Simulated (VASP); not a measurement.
# Pd (P6_3/mmc) in VASP: settings compared, part 2 of 3

VASP 6.6.1.

**3. Single point, revPBE+D3(BJ)**

This run uses another cell than the first one, of 14.51 Å³/atom, 0.934 times its volume.

INCAR reads:

```
ALGO = Normal ; EDIFF = 1E-6
ENCUT = 520 ; GGA = RE
ISIF = 2 ; ISMEAR = -1
IVDW = 12 ; LASPH = True
LCHARG = False ; LREAL = False
LWAVE = False ; NBANDS = 17
NELM = 100 ; PREC = Accurate
SIGMA = 0.05
```

KPOINTS reads:

```
k-points
0
Gamma
  11 11 6
```

POSCAR reads:

```
Pd
1.0
    2.7196655040      0.0000000000      0.0000000000
   -1.3598327520      2.3552994162      0.0000000000
    0.0000000000      0.0000000000      4.5306943288
Pd
2
Direct
    0.3333333333      0.6666666667      0.2500000000
    0.6666666667      0.3333333333      0.7500000000
```

Potentials or basis: VASP PAW PBE potentials, release 64 (Pd).

Command:

```sh
> cat potpaw_PBE.64/Pd/POTCAR > POTCAR
> mpirun -np 1 vasp_std > vasp.out
```

OUTCAR:

```text
EDIFF = 1E-6
   ENCUT = 520
   GGA = RE
   ISIF = 2
   ISMEAR = -1
   IVDW = 12
   LASPH = True
   LREAL = False
   NELM = 100
   PREC = Accurate
 IVDW          = 12

 ion  position               nearest neighbor table
   1  0.333  0.667  0.250-   2 2.76   2 2.76   2 2.76   2 2.76   2 2.76   2 2.76
   2  0.667  0.333  0.750-   1 2.76   1 2.76   1 2.76   1 2.76   1 2.76   1 2.76

  LATTYP: Found a hexagonal cell.
 ALAT       =     2.7196655040
 C/A-ratio  =     1.6659013111

  Lattice vectors:

 A1 = (   2.7196655040,   0.0000000000,   0.0000000000)
 A2 = (  -1.3598327520,   2.3552994162,   0.0000000000)
 A3 = (   0.0000000000,   0.0000000000,   4.5306943288)

Analysis of symmetry for initial positions (statically):
=====================================================================
 Subroutine PRICEL returns:
 Original cell was already a primitive cell.

 Routine SETGRP: Setting up the symmetry group for a
 hexagonal supercell.

 Subroutine GETGRP returns: Found 24 space group operations
 (whereof 12 operations were pure point group operations)
 out of a pool of 24 trial point group operations.

The static configuration has the point symmetry D_3d.
 The point group associated with its full space group is D_6h.

Analysis of symmetry for dynamics (positions and initial velocities):
=====================================================================
 Subroutine PRICEL returns:
 Original cell was already a primitive cell.

 Routine SETGRP: Setting up the symmetry group for a
 hexagonal supercell.

 Subroutine GETGRP returns: Found 24 space group operations
 (whereof 12 operations were pure point group operations)
 out of a pool of 24 trial point group operations.

The dynamic configuration has the point symmetry D_3d.
 The point group associated with its full space group is D_6h.

 Subroutine INISYM returns: Found 24 space group operations
 (whereof 12 operations are pure point group operations),
 and found     1 'primitive' translations

----------------------------------------------------------------------------------------

                                     Primitive cell

  volume of cell :      29.0219

  direct lattice vectors                    reciprocal lattice vectors
     2.719665504  0.000000000  0.000000000     0.367692276  0.212287235  0.000000000
    -1.359832752  2.355299416  0.000000000     0.000000000  0.424574469  0.000000000
     0.000000000  0.000000000  4.530694329     0.000000000  0.000000000  0.220716722

  length of vectors
     2.719665504  2.719665504  4.530694329     0.424574469  0.424574469  0.220716722

  position of ions in fractional coordinates (direct lattice)
     0.333333333  0.666666667  0.250000000
     0.666666667  0.333333333  0.750000000

  ion indices of the primitive-cell ions
   primitive index   ion index
                 1           1
                 2           2

----------------------------------------------------------------------------------------

 KPOINTS: k-points

Automatic generation of k-mesh.
 Grid dimensions read from file:
 generate k-points for:   11   11    6

 Generating k-lattice:

  Cartesian coordinates                     Fractional coordinates (reciprocal lattice)
     0.033426571  0.019298840  0.000000000     0.090909091 -0.000000000  0.000000000
     0.000000000  0.038597679  0.000000000     0.000000000  0.090909091  0.000000000
     0.000000000  0.000000000  0.036786120     0.000000000  0.000000000  0.166666667

  Length of vectors
     0.038597679  0.038597679  0.036786120

  Shift w.r.t. Gamma in fractional coordinates (k-lattice)
     0.000000000  0.000000000  0.000000000

 Subroutine IBZKPT returns following result:
 ===========================================

 Found     64 irreducible k-points:

 Following reciprocal coordinates:
            Coordinates               Weight
  0.000000  0.000000  0.000000      1.000000
  0.090909 -0.000000  0.000000      6.000000
  0.181818 -0.000000  0.000000      6.000000
  0.272727  0.000000  0.000000      6.000000
  0.363636  0.000000  0.000000      6.000000
  0.454545 -0.000000  0.000000      6.000000
[... 16 lines left out ...]
  0.090909  0.090909  0.166667     12.000000
  0.181818  0.090909  0.166667     24.000000
 [... further k-points ...]
   k-points           NKPTS =     64   k-points in BZ     NKDIM =     64   number of bands    NBANDS=     17
   number of dos      NEDOS =    301   number of ions     NIONS =      2
   total plane-waves  NPLWV =  14400
   dimension x,y,z NGX =    20 NGY =   20 NGZ =   36
   dimension x,y,z NGXF=    40 NGYF=   40 NGZF=   72
   ions per type =               2
   NGX,Y,Z   is equivalent  to a cutoff of  12.23, 12.23, 13.21 a.u.
   NGXF,Y,Z  is equivalent  to a cutoff of  24.45, 24.45, 26.42 a.u.
 SYSTEM =  unknown system
   PREC   = accura    normal or accurate (medium, high low for compatibility)
   ISTART =      0    job   : 0-new  1-cont  2-samecut
   ICHARG =      2    charge: 1-file 2-atom 10-const
   ISPIN  =      1    spin polarized calculation?
   LNONCOLLINEAR =      F non collinear calculations
   LSORBIT =      F    spin-orbit coupling
   LASPH  =      T    aspherical Exc in radial PAW
   ENCUT  =  520.0 eV  38.22 Ry    6.18 a.u.   5.06  5.06  8.42*2*pi/ulx,y,z
   NELM   =    100;   NELMIN=  2; NELMDL= -5     # of ELM steps
   EDIFF  = 0.1E-05   stopping-criterion for ELM
   LREAL  =      F    real-space projection
   EDIFFG = 0.1E-04   stopping-criterion for IOM
   NSW    =      0    number of steps for IOM
   IBRION =     -1    ionic relax: 0-MD 1-quasi-New 2-CG
   NFREE  =      0    steps in history (QN), initial steepest desc. (CG)
   ISIF   =      2    stress and relaxation
   ISYM   =      2    0-nonsym 1-usesym 2-fastsym
   POTIM  = 0.5000    time-step for ionic-motion
   TEBEG  =    0.0;   TEEND  =   0.0 temperature during run
   PSTRESS=    0.0 pullay stress
   NELECT =      20.0000    total number of electrons
   NUPDOWN=      -1.0000    fix difference up-down
   EMIN   =  10.00;   EMAX   =-10.00  energy-range for DOS
   EFERMI =   0.00;   METHOD = LEGACY
   ISMEAR =    -1;   SIGMA  =   0.05  broadening in eV -4-tet -1-fermi 0-gaus
   EFERMI_NEDOS =   21; number of points for ismear=-14 and -15
   IALGO  =     38    algorithm
   IMIX   =      4    mixing-type and parameters
     AMIX     =   0.40;   BMIX     =  1.00
     AMIX_MAG =   1.60;   BMIX_MAG =  1.00
  volume/ion in A,a.u.               =      14.51        97.92
  Fermi-wavevector in a.u.,A,eV,Ry     =   1.446026  2.732592 28.449654  2.090991
  Thomas-Fermi vector in A             =   2.564141
   LORBIT       =      0    0 simple, 1 ext, 2 COOP (PROOUT), +10 PAW based schemes
   GGA     = RE    functional components
   LHFCALC =     F    Hartree Fock is set to
   AEXX    =    0.0000 exact exchange contribution
   IVDW    =    12    specifies the selected vdW correction
   LEPSILON=     F    determine dielectric tensor
   LRPA    =     F    only Hartree local field effects (RPA)
 non-spin polarized calculation
  energy-cutoff  :      520.00
  volume of cell :       29.02
 maximum number of plane-waves:       793
   NGX = 11   NGY = 11   NGZ = 17

 number of electron      19.9999996 magnetization

 Free energy of the ion-electron system (eV)
  ---------------------------------------------------
  ext. energy  EPLUGINS =         0.00000000
  ---------------------------------------------------
  free energy    TOTEN  =        -9.33685612 eV

  energy without entropy =       -9.29294888  energy(sigma->0) =       -9.31490250

 E-fermi :  10.1448     XC(G=0): -13.2128

 val. band max:       10.1388038342   @ k =   0.4545   0.0909   0.0000
 cond. band min:      10.1472932153   @ k =   0.3636   0.0000   0.0000
 fundamental gap:      0.0084893811
 Fermi energy:        10.1448059429

 k-point     1 :       0.0000    0.0000    0.0000
  band No.  band energies     occupation
      1       2.9004      2.00000
      2       4.7142      2.00000
      3       7.1098      2.00000
      4       7.3174      2.00000
      5       7.3174      2.00000
      6       7.6820      2.00000
[... 9 lines left out ...]
     16      29.8109      0.00000
     17      32.8407      0.00000
[... 441 lines left out ...]
 k-point    24 :       0.1818    0.0909    0.1667
  band No.  band energies     occupation
      1       4.6955      2.00000
      2       5.6849      2.00000
      3       6.4524      2.00000
      4       6.6570      2.00000
      5       7.1504      2.00000
      6       7.6424      2.00000
[... 9 lines left out ...]
     16      27.9471      0.00000
     17      29.2530      0.00000

 [... further k-points ...]

------------------------ aborting loop because EDIFF is reached ----------------------------------------

 Edisp (eV)   -2.59429

 E8    (eV) :    -1.8281

  FORCE on cell =-STRESS in cart. coord.  units (eV):
  Direction    XX          YY          ZZ          XY          YZ          ZX
  --------------------------------------------------------------------------------------
  -------------------------------------------------------------------------------------
  Total      -0.05726    -0.05726    -0.07116     0.00000     0.00000     0.00000
  in kB      -3.16098    -3.16098    -3.92830     0.00000     0.00000     0.00000
  external pressure =       -3.42 kB  Pullay stress =        0.00 kB

 VOLUME and BASIS-vectors are now :
 -----------------------------------------------------------------------------
  energy-cutoff  :      520.00
  volume of cell :       29.02
      direct lattice vectors                 reciprocal lattice vectors
     2.719665504  0.000000000  0.000000000     0.367692276  0.212287235  0.000000000
    -1.359832752  2.355299416  0.000000000     0.000000000  0.424574469  0.000000000
     0.000000000  0.000000000  4.530694329     0.000000000  0.000000000  0.220716722

 POSITION                                       TOTAL-FORCE (eV/Angst)
 -----------------------------------------------------------------------------------
     -0.00000      1.57020      1.13267        -0.000000      0.000000      0.000000
      1.35983      0.78510      3.39802         0.000000     -0.000000      0.000000
 -----------------------------------------------------------------------------------
    total drift:                               -0.000000      0.000000     -0.000000

  FREE ENERGIE OF THE ION-ELECTRON SYSTEM (eV)
  ---------------------------------------------------
  free  energy   TOTEN  =       -11.9311448075 eV

  energy  without entropy=      -11.8872375708  energy(sigma->0) =      -11.90919119
```

OSZICAR:

```text
N       E                     dE             d eps       ncg     rms          rms(c)
DAV:   1     0.109781801884E+03    0.10978E+03   -0.10574E+04  2184   0.116E+03
DAV:   2    -0.805048302407E+01   -0.11783E+03   -0.11133E+03  2251   0.256E+02
DAV:   3    -0.980472787501E+01   -0.17542E+01   -0.17358E+01  2700   0.345E+01
DAV:   4    -0.981614290746E+01   -0.11415E-01   -0.11413E-01  2569   0.266E+00
DAV:   5    -0.981631464368E+01   -0.17174E-03   -0.17173E-03  2658   0.347E-01    0.114E+01
DAV:   6    -0.936774493565E+01    0.44857E+00   -0.87859E-01  2330   0.992E+00    0.583E+00
DAV:   7    -0.934227989476E+01    0.25465E-01   -0.18700E-02  2627   0.132E+00    0.258E+00
DAV:   8    -0.933686434852E+01    0.54155E-02   -0.30285E-03  2336   0.423E-01    0.122E-01
DAV:   9    -0.933684560587E+01    0.18743E-04   -0.49284E-05  2685   0.660E-02    0.327E-02
DAV:  10    -0.933685696191E+01   -0.11356E-04   -0.55374E-06  2515   0.191E-02    0.107E-02
DAV:  11    -0.933685611811E+01    0.84380E-06   -0.23105E-07  1426   0.502E-03
   1 F= -.11931145E+02 E0= -.11909191E+02  d E =-.439072E-01
```

Wall time 16 s (1 thread of Intel Xeon Platinum 8259CL at 2.50GHz (Skylake/Cascade Lake), shared host); peak memory 0.17 GiB.

What came out:

- Free energy: -11.9311 eV
- Pressure: -0.3 GPa
- Band gap on the k mesh: zero (band 10 reaches 10.30 eV, above the bottom of band 11 at 9.41 eV)
- Dispersion energy per atom: -1.297 eV

Caveat: the PAW data sets were made with another functional, which shifts forces and pressure a little; pairwise dispersion overbinds metals, which lowers pressure and volume.

(Part 2 of 3 ends here.)
